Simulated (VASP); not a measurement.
# Te2Mo (R3m) in VASP: notebook

Te2Mo is run at these levels: PBE, LDA, r2SCAN; tasks: single point.

Everything below comes from runs of VASP 6.6.1. Logs are shortened: lines on timing, memory, paths and dates and some standing lists are left out, and cuts for length are marked.

**1. The cell of the first run**

Symmetry: R3m, No. 160, trigonal system. The conventional cell has a = 3.547 Å, b = 3.547 Å, c = 21.312 Å, α = 90.00°, β = 90.00°, γ = 120.00°. Mo (site symmetry 3m) has 6 Te at 2.72 Å and 6 Mo at 3.55 Å within 3.6 Å. Within 3.6 Å of Te (site symmetry 3m) lie 3 Mo at 2.72 Å and 7 Te at 3.55 to 3.58 Å. Te (site symmetry 3m) has 3 Mo at 2.72 Å and 7 Te at 3.55 to 3.58 Å within 3.6 Å.

**2. Single point, PBE**

File INCAR:

```
SYSTEM = Te2Mo
PREC     = Accurate       ! precision mode
ENCUT    = 520            ! plane-wave cutoff, eV
EDIFF    = 1E-6           ! SCF threshold, eV
ISMEAR   = 0              ! smearing method
SIGMA    = 0.01           ! smearing width, eV
LREAL    = .FALSE.        ! projectors in reciprocal space
LASPH    = .TRUE.         ! aspherical terms in the spheres
NELM     = 60             ! most SCF steps
ALGO     = Normal         ! electronic algorithm
ISIF     = 2              ! what is computed and relaxed
LWAVE    = .FALSE.        ! write WAVECAR
LCHARG   = .TRUE.         ! write CHGCAR
GGA      = PE             ! functional
LELF     = .TRUE.         ! ELF
LVHAR    = .TRUE.       
NBANDS   = 20             ! bands
```

File KPOINTS:

```
regular mesh
0
G
  6 6 6
  0 0 0
```

File POSCAR:

```
Te2Mo
1.0
    1.7734078909      1.0238775232      7.1041367320
   -1.7734078909      1.0238775232      7.1041367320
    0.0000000000     -2.0477550464      7.1041367320
Mo Te
1 2
Direct
   -0.0000368534     -0.0000368534     -0.0000368534
    0.4174226658      0.4174226658      0.4174226658
    0.2492808544      0.2492808544      0.2492808544
```

Potentials or basis: VASP PAW PBE potentials, release 64 (Mo_sv, Te).

Run with:

```sh
$ cat potpaw_PBE.64/Mo_sv/POTCAR potpaw_PBE.64/Te/POTCAR > POTCAR
$ mpirun -np 1 vasp_std > vasp.out
```

OUTCAR:

```text
SYSTEM = Te2Mo
   PREC = Accurate
   ENCUT = 520
   EDIFF = 1E-6
   ISMEAR = 0
   LREAL = .FALSE.
   LASPH = .TRUE.
   NELM = 60
   ISIF = 2
   GGA = PE

 ion  position               nearest neighbor table
   1  1.000  1.000  1.000-   3 2.72   3 2.72   3 2.72   2 2.72   2 2.72   2 2.72
   2  0.417  0.417  0.417-   1 2.72   1 2.72   1 2.72   3 3.58
   3  0.249  0.249  0.249-   1 2.72   1 2.72   1 2.72   2 3.58

  LATTYP: Found a trigonal (rhomboedric) cell.
 ALAT       =     7.3933794328
 COS(alpha) =     0.8849302211

  Lattice vectors:

 A1 = (   1.7734078909,   1.0238775232,   7.1041367320)
 A2 = (  -1.7734078909,   1.0238775232,   7.1041367320)
 A3 = (   0.0000000000,  -2.0477550464,   7.1041367320)

Analysis of symmetry for initial positions (statically):
=====================================================================
 Subroutine PRICEL returns:
 Original cell was already a primitive cell.

 Routine SETGRP: Setting up the symmetry group for a
 trigonal (rhombohedral) supercell.

 Subroutine GETGRP returns: Found  6 space group operations
 (whereof  6 operations were pure point group operations)
 out of a pool of 12 trial point group operations.

The static configuration has the point symmetry C_3v.

Analysis of symmetry for dynamics (positions and initial velocities):
=====================================================================
 Subroutine PRICEL returns:
 Original cell was already a primitive cell.

 Routine SETGRP: Setting up the symmetry group for a
 trigonal (rhombohedral) supercell.

 Subroutine GETGRP returns: Found  6 space group operations
 (whereof  6 operations were pure point group operations)
 out of a pool of 12 trial point group operations.

The dynamic configuration has the point symmetry C_3v.

 Subroutine INISYM returns: Found  6 space group operations
 (whereof  6 operations are pure point group operations),
 and found     1 'primitive' translations

----------------------------------------------------------------------------------------

                                     Primitive cell

  volume of cell :      77.3961

  direct lattice vectors                    reciprocal lattice vectors
     1.773407891  1.023877523  7.104136732     0.281943033  0.162779886  0.046921019
    -1.773407891  1.023877523  7.104136732    -0.281943033  0.162779886  0.046921019
     0.000000000 -2.047755046  7.104136732     0.000000000 -0.325559772  0.046921019
[... 84 lines left out ...]
   ENCUT  =  520.0 eV  38.22 Ry    6.18 a.u.  13.75 13.75 13.75*2*pi/ulx,y,z
   NELM   =     60;   NELMIN=  2; NELMDL= -5     # of ELM steps
   EDIFF  = 0.1E-05   stopping-criterion for ELM
   LREAL  =      F    real-space projection
   EDIFFG = 0.1E-04   stopping-criterion for IOM
   NSW    =      0    number of steps for IOM
   IBRION =     -1    ionic relax: 0-MD 1-quasi-New 2-CG
   NFREE  =      0    steps in history (QN), initial steepest desc. (CG)
   ISIF   =      2    stress and relaxation
   ISYM   =      2    0-nonsym 1-usesym 2-fastsym
   POTIM  = 0.5000    time-step for ionic-motion
   TEBEG  =    0.0;   TEEND  =   0.0 temperature during run
   PSTRESS=    0.0 pullay stress
   NELECT =      26.0000    total number of electrons
   NUPDOWN=      -1.0000    fix difference up-down
   EMIN   =  10.00;   EMAX   =-10.00  energy-range for DOS
   EFERMI =   0.00;   METHOD = LEGACY
   ISMEAR =     0;   SIGMA  =   0.01  broadening in eV -4-tet -1-fermi 0-gaus
   EFERMI_NEDOS =   21; number of points for ismear=-14 and -15
   IALGO  =     38    algorithm
   IMIX   =      4    mixing-type and parameters
     AMIX     =   0.40;   BMIX     =  1.00
     AMIX_MAG =   1.60;   BMIX_MAG =  1.00
  volume/ion in A,a.u.               =      25.80       174.10
  Fermi-wavevector in a.u.,A,eV,Ry     =   1.138045  2.150594 17.621546  1.295147
  Thomas-Fermi vector in A             =   2.274750
   LORBIT       =      0    0 simple, 1 ext, 2 COOP (PROOUT), +10 PAW based schemes
   GGA     = PE    functional components
   LHFCALC =     F    Hartree Fock is set to
   AEXX    =    0.0000 exact exchange contribution
   IVDW    =     0    specifies the selected vdW correction
   LEPSILON=     F    determine dielectric tensor
   LRPA    =     F    only Hartree local field effects (RPA)
 non-spin polarized calculation
 Gauss-broadening in eV      SIGMA  =   0.01
  energy-cutoff  :      520.00
  volume of cell :       77.40
 maximum number of plane-waves:      2120
   NGX = 27   NGY = 27   NGZ = 27

 number of electron      26.0000000 magnetization

 Free energy of the ion-electron system (eV)
  ---------------------------------------------------
  ext. energy  EPLUGINS =         0.00000000
  ---------------------------------------------------
  free energy    TOTEN  =       -18.00644715 eV

  energy without entropy =      -18.00644715  energy(sigma->0) =      -18.00644715

 E-fermi :   7.7995     XC(G=0): -10.2445

 val. band max:        7.7323386212   @ k =   0.5000   0.5000   0.5000
 cond. band min:       8.6223894913   @ k =  -0.1667   0.5000   0.1667
 fundamental gap:      0.8900508701
 Fermi energy:         7.7995045301

 k-point     1 :       0.0000    0.0000    0.0000
  band No.  band energies     occupation
      1     -53.0996      2.00000
      2     -27.2565      2.00000
      3     -27.1479      2.00000
      4     -27.1479      2.00000
      5      -5.1771      2.00000
      6      -3.8840      2.00000
[... 541 lines left out ...]
     19      14.0380      0.00000
     20      15.0250      0.00000

 [... further k-points ...]

------------------------ aborting loop because EDIFF is reached ----------------------------------------

  FORCE on cell =-STRESS in cart. coord.  units (eV):
  Direction    XX          YY          ZZ          XY          YZ          ZX
  --------------------------------------------------------------------------------------
  -------------------------------------------------------------------------------------
  Total        0.7203419      0.7203419      1.3761477     -0.0000000      0.0000000      0.0000000
  in kB       14.9117995     14.9117995     28.4876375     -0.0000000      0.0000000      0.0000000
  external PRESSURE =      19.4370788 kB  Pullay stress =       0.0000000 kB

 VOLUME and BASIS-vectors are now :
 -----------------------------------------------------------------------------
  energy-cutoff  :      520.00
  volume of cell :       77.40
      direct lattice vectors                 reciprocal lattice vectors
     1.773407891  1.023877523  7.104136732     0.281943033  0.162779886  0.046921019
    -1.773407891  1.023877523  7.104136732    -0.281943033  0.162779886  0.046921019
     0.000000000 -2.047755046  7.104136732     0.000000000 -0.325559772  0.046921019

 POSITION                                       TOTAL-FORCE (eV/Angst)
 -----------------------------------------------------------------------------------
      0.00000      0.00000     21.31162         0.000000     -0.000000      0.002945
      0.00000      0.00000      8.89628         0.000000     -0.000000      0.215672
      0.00000      0.00000      5.31278         0.000000      0.000000     -0.218617
 -----------------------------------------------------------------------------------
    total drift:                               -0.000000      0.000000      0.000269

  FREE ENERGIE OF THE ION-ELECTRON SYSTEM (eV)
  ---------------------------------------------------
  free  energy   TOTEN  =       -18.0064471474 eV

  energy  without entropy=      -18.0064471474  energy(sigma->0) =      -18.00644715
```

OSZICAR:

```text
N       E                     dE             d eps       ncg     rms          rms(c)
DAV:   1     0.150203260452E+03    0.15020E+03   -0.12389E+04  1416   0.116E+03
DAV:   2    -0.126572848999E+02   -0.16286E+03   -0.15859E+03  1612   0.274E+02
DAV:   3    -0.185555762819E+02   -0.58983E+01   -0.58347E+01  1592   0.456E+01
DAV:   4    -0.186408413794E+02   -0.85265E-01   -0.85238E-01  1668   0.569E+00
DAV:   5    -0.186419996679E+02   -0.11583E-02   -0.11583E-02  1488   0.603E-01    0.150E+01
DAV:   6    -0.182695459193E+02    0.37245E+00   -0.44504E+00  1352   0.117E+01    0.638E+00
DAV:   7    -0.181254294980E+02    0.14412E+00   -0.28663E+00  1320   0.808E+00    0.410E+00
DAV:   8    -0.180062378977E+02    0.11919E+00   -0.52915E-01  1416   0.398E+00    0.122E+00
DAV:   9    -0.180072931728E+02   -0.10553E-02   -0.35272E-02  1432   0.103E+00    0.494E-01
DAV:  10    -0.180063945971E+02    0.89858E-03   -0.69678E-03  1376   0.554E-01    0.158E-01
DAV:  11    -0.180064613612E+02   -0.66764E-04   -0.26248E-04  1556   0.101E-01    0.732E-02
DAV:  12    -0.180064387328E+02    0.22628E-04   -0.33102E-05  1420   0.357E-02    0.502E-02
DAV:  13    -0.180064470079E+02   -0.82751E-05   -0.16670E-05  1388   0.244E-02    0.397E-03
DAV:  14    -0.180064471474E+02   -0.13959E-06   -0.53057E-07   944   0.418E-03
   1 F= -.18006447E+02 E0= -.18006447E+02  d E =-.668069E-24
```

stdout:

```text
POSCAR found type information on POSCAR MoTe
 POSCAR found :  2 types and       3 ions
 scaLAPACK will be used
 LDA part: xc-table for (Slater+PW92), standard interpolation
 POSCAR, INCAR and KPOINTS ok, starting setup
 FFT: planning ... GRIDC
 FFT: planning ... GRID_SOFT
 FFT: planning ... GRID
 WAVECAR not read
 entering main loop
```

It took 2.2 min on 1 thread of Intel Xeon Platinum 8259CL at 2.50GHz (Skylake/Cascade Lake), shared host; peak memory 0.42 GiB.

Results:

```
Free energy            : -18.0064 eV
Pressure               : 1.9 GPa
Largest force          : 0.219 eV/Å
Band gap on the k mesh : 0.89 eV (least direct gap 1.07 eV)
```

Forces in eV/Å, atoms in the order of the input:
```
Mo   0.000  0.000  0.003
Te   0.000  0.000  0.216
Te   0.000  0.000 -0.219
```

Stress tensor (GPa, compression positive):
```
1.49 0.00 0.00
0.00 1.49 0.00
0.00 0.00 2.85
```

Caveat: spin-orbit coupling is left out, which moves the levels of the heavy elements. A k mesh can miss the band edges.

**3. Single point, PBE**

File INCAR:

```
PREC     = Accurate       # precision mode
ENCUT    = 520            # plane-wave cutoff, eV
EDIFF    = 1E-6           # SCF threshold, eV
ISMEAR   = 0              # smearing method
SIGMA    = 0.01           # smearing width, eV
LREAL    = False          # projectors in reciprocal space
LASPH    = True           # aspherical terms in the spheres
NELM     = 80             # most SCF steps
ALGO     = Normal         # electronic algorithm
ISIF     = 2              # what is computed and relaxed
LWAVE    = False          # write WAVECAR
LCHARG   = True           # write CHGCAR
GGA      = PE             # functional
LELF     = True           # ELF
LVHAR    = True         
NBANDS   = 20             # bands
```

File KPOINTS:

```
Automatic mesh
0
Gamma
  6 6 6
```

POSCAR is that of step 2.

Potentials or basis: VASP PAW PBE potentials, release 64 (Mo_sv, Te).

Run with:

```sh
$ cat potpaw_PBE.64/Mo_sv/POTCAR potpaw_PBE.64/Te/POTCAR > POTCAR
$ mpirun -np 1 vasp_std > vasp.out
```

OUTCAR:

```text
PREC = Accurate
   ENCUT = 520
   EDIFF = 1E-6
   ISMEAR = 0
   LREAL = False
   LASPH = True
   NELM = 80
   ISIF = 2
   GGA = PE

 ion  position               nearest neighbor table
   1  1.000  1.000  1.000-   3 2.72   3 2.72   3 2.72   2 2.72   2 2.72   2 2.72
   2  0.417  0.417  0.417-   1 2.72   1 2.72   1 2.72   3 3.58
   3  0.249  0.249  0.249-   1 2.72   1 2.72   1 2.72   2 3.58

  LATTYP: Found a trigonal (rhomboedric) cell.
 ALAT       =     7.3933794328
 COS(alpha) =     0.8849302211

  Lattice vectors:

[... 742 lines left out ...]

  FORCE on cell =-STRESS in cart. coord.  units (eV):
  Direction    XX          YY          ZZ          XY          YZ          ZX
  --------------------------------------------------------------------------------------
  -------------------------------------------------------------------------------------
  Total        0.7203419      0.7203419      1.3761477     -0.0000000      0.0000000      0.0000000
  in kB       14.9117995     14.9117995     28.4876375     -0.0000000      0.0000000      0.0000000
  external PRESSURE =      19.4370788 kB  Pullay stress =       0.0000000 kB

 VOLUME and BASIS-vectors are now :
 -----------------------------------------------------------------------------
  energy-cutoff  :      520.00
  volume of cell :       77.40
      direct lattice vectors                 reciprocal lattice vectors
     1.773407891  1.023877523  7.104136732     0.281943033  0.162779886  0.046921019
    -1.773407891  1.023877523  7.104136732    -0.281943033  0.162779886  0.046921019
     0.000000000 -2.047755046  7.104136732     0.000000000 -0.325559772  0.046921019

 POSITION                                       TOTAL-FORCE (eV/Angst)
 -----------------------------------------------------------------------------------
      0.00000      0.00000     21.31162         0.000000     -0.000000      0.002945
      0.00000      0.00000      8.89628         0.000000     -0.000000      0.215672
      0.00000      0.00000      5.31278         0.000000      0.000000     -0.218617
 -----------------------------------------------------------------------------------
    total drift:                               -0.000000      0.000000      0.000269

  FREE ENERGIE OF THE ION-ELECTRON SYSTEM (eV)
  ---------------------------------------------------
  free  energy   TOTEN  =       -18.0064471474 eV

  energy  without entropy=      -18.0064471474  energy(sigma->0) =      -18.00644715
```

Run time: 2.3 min. Hardware: 1 thread of Intel Xeon Platinum 8259CL at 2.50GHz (Skylake/Cascade Lake), shared host; peak memory 0.42 GiB.

Results:

| Item | Value |
| --- | --- |
| Free energy | -18.0064 eV |
| Pressure | 1.9 GPa |
| Largest force | 0.219 eV/Å |
| Band gap on the k mesh | 0.89 eV (least direct gap 1.07 eV) |

Forces in eV/Å, atoms in the order of the input:
```
Mo   0.000  0.000  0.003
Te   0.000  0.000  0.216
Te   0.000  0.000 -0.219
```

Stress tensor (GPa, compression positive):
```
1.49 0.00 0.00
0.00 1.49 0.00
0.00 0.00 2.85
```

Caveat: spin-orbit coupling is left out, which moves the levels of the heavy elements. A k mesh can miss the band edges.

**4. Single point, LDA**

File INCAR:

```
SYSTEM = Te2Mo
ALGO = Normal ; EDIFF = 1E-6
ENCUT = 520 ; GGA = CA
ISIF = 2 ; ISMEAR = 0
LASPH = .True. ; LCHARG = .False.
LREAL = .False. ; LWAVE = .False.
NBANDS = 20 ; NELM = 100
PREC = Accurate ; SIGMA = 0.01
```

File KPOINTS:

```
k-points
0
Gamma
  6 6 6
  0 0 0
```

POSCAR is that of step 3.

Potentials or basis: VASP PAW LDA potentials, release 64 (Mo_sv, Te).

Run with:

```sh
$ cat potpaw_LDA.64/Mo_sv/POTCAR potpaw_LDA.64/Te/POTCAR > POTCAR
$ mpirun -np 1 vasp_std > vasp.out
```

It took 2 min on 1 thread of Intel Xeon Platinum 8259CL at 2.50GHz (Skylake/Cascade Lake), shared host; peak memory 0.33 GiB.

The run converged. Its results:

```
Free energy            : -20.5714 eV
Pressure               : -3.5 GPa
Largest force          : 0.227 eV/Å
Band gap on the k mesh : 0.86 eV (least direct gap 1.06 eV)
```

Forces in eV/Å, atoms in the order of the input:
```
Mo   0.000  0.000  0.001
Te   0.000  0.000 -0.227
Te   0.000  0.000  0.225
```

Stress tensor (GPa, compression positive):
```
-3.84  0.00  0.00
 0.00 -3.84  0.00
 0.00  0.00 -2.90
```

Levels at points of the mesh, in eV from the valence-band top:
```csv
k point,band 10,band 11,band 12,band 13,band 14,band 15,band 16,band 17
"(0.00, 0.00, 0.00)",-1.10,-1.10,-0.98,-0.41,2.80,2.80,3.26,3.26
"(0.50, 0.00, 0.00)",-2.54,-1.52,-1.02,-0.41,1.24,1.45,3.06,3.25
"(0.50, 0.50, 0.00)",-2.46,-2.10,-0.82,-0.63,1.19,1.60,2.76,3.77
"(0.50, 0.50, 0.50)",-1.89,-1.08,-1.08,0.00,2.95,2.95,3.09,3.09
```

Caveat: the cell stands under tension; spin-orbit coupling is left out, which moves the levels of the heavy elements.

**5. Single point, r2SCAN**

POSCAR is that of step 4.

File INCAR.step1:

```
SYSTEM = Te2Mo
PREC = Accurate
ENCUT = 520
ISMEAR = 0
SIGMA = 0.01
LREAL = .FALSE.
LASPH = .TRUE.
NELM = 100
NBANDS = 20
GGA = PE
ALGO = Normal
EDIFF = 1E-4
LWAVE = .TRUE.
LCHARG = .FALSE.
```

File INCAR.step2:

```
SYSTEM = Te2Mo
PREC = Accurate
ENCUT = 520
EDIFF = 1E-6
ISMEAR = 0
SIGMA = 0.01
LREAL = .FALSE.
LASPH = .TRUE.
NELM = 100
ALGO = Normal
ISIF = 2
LWAVE = .FALSE.
LCHARG = .FALSE.
METAGGA = R2SCAN
LMIXTAU = .TRUE.
NBANDS = 20
ISTART = 1
```

File KPOINTS:

```
regular mesh
0
G
  6 6 6
  0 0 0
```

Potentials or basis: VASP PAW PBE potentials, release 64 (Mo_sv, Te).

Run with:

```sh
$ cat potpaw_PBE.64/Mo_sv/POTCAR potpaw_PBE.64/Te/POTCAR > POTCAR
$ cp INCAR.step1 INCAR
$ mpirun -np 1 vasp_std > vasp.out
$ cp INCAR.step2 INCAR
$ mpirun -np 1 vasp_std > vasp.out
```

Run time: 11 min. Hardware: 1 thread of Intel Xeon Platinum 8259CL at 2.50GHz (Skylake/Cascade Lake), shared host; peak memory 0.47 GiB.

It converged, with:

| Quantity | Value |
| --- | --- |
| Free energy | -77.8096 eV |
| Pressure | 1.3 GPa |
| Band gap on the k mesh | 0.97 eV (least direct gap 1.15 eV) |

Forces on the atoms (eV/Å):
```
Mo   0.000  0.000  0.003
Te   0.000  0.000 -0.001
Te   0.000  0.000 -0.002
```

Levels at points of the mesh, in eV from the valence-band top:
| k point | band 9 | band 10 | band 11 | band 12 | band 13 | band 14 | band 15 | band 16 | band 17 | band 18 |
| --- | --- | --- | --- | --- | --- | --- | --- | --- | --- | --- |
| (0.00, 0.00, 0.00) | -1.99 | -1.19 | -1.19 | -0.98 | -0.53 | 2.93 | 2.93 | 3.41 | 3.41 | 6.14 |
| (0.50, 0.00, 0.00) | -3.91 | -2.72 | -1.67 | -1.06 | -0.53 | 1.34 | 1.60 | 3.36 | 3.41 | 4.32 |
| (0.50, 0.50, 0.00) | -3.54 | -2.63 | -2.26 | -0.87 | -0.75 | 1.29 | 1.75 | 3.05 | 3.94 | 4.70 |
| (0.50, 0.50, 0.50) | -2.01 | -2.01 | -1.17 | -1.17 | 0.00 | 3.09 | 3.09 | 3.24 | 3.24 | 6.57 |

Caveat: the PAW data sets were made with another functional, which shifts forces and pressure a little; spin-orbit coupling is left out, which moves the levels of the heavy elements. A k mesh can miss the band edges.

**6. Overview**

| level | potentials or basis | gap on the mesh (eV) | pressure (GPa) | largest force (eV/Å) |
| --- | --- | --- | --- | --- |
| PBE | VASP PAW PBE potentials, release 64 (Mo_sv, Te) | 0.89 | 1.9 | 0.22 |
| LDA | VASP PAW LDA potentials, release 64 (Mo_sv, Te) | 0.86 | -3.5 | 0.23 |
| r2SCAN | VASP PAW PBE potentials, release 64 (Mo_sv, Te) | 0.97 | 1.3 | - |

Alike in all rows: task single point; no spin polarisation; cell as given; k mesh 6 × 6 × 6; cutoff (eV) 520; smearing gaussian 0.01 eV.

Caveats: spin-orbit coupling is left out, which moves the levels of the heavy elements; the cell stands under tension (at least some runs); the PAW data sets were made with another functional, which shifts forces and pressure a little (at least some runs).

Absolute energies hang on the potentials; compare differences alone.
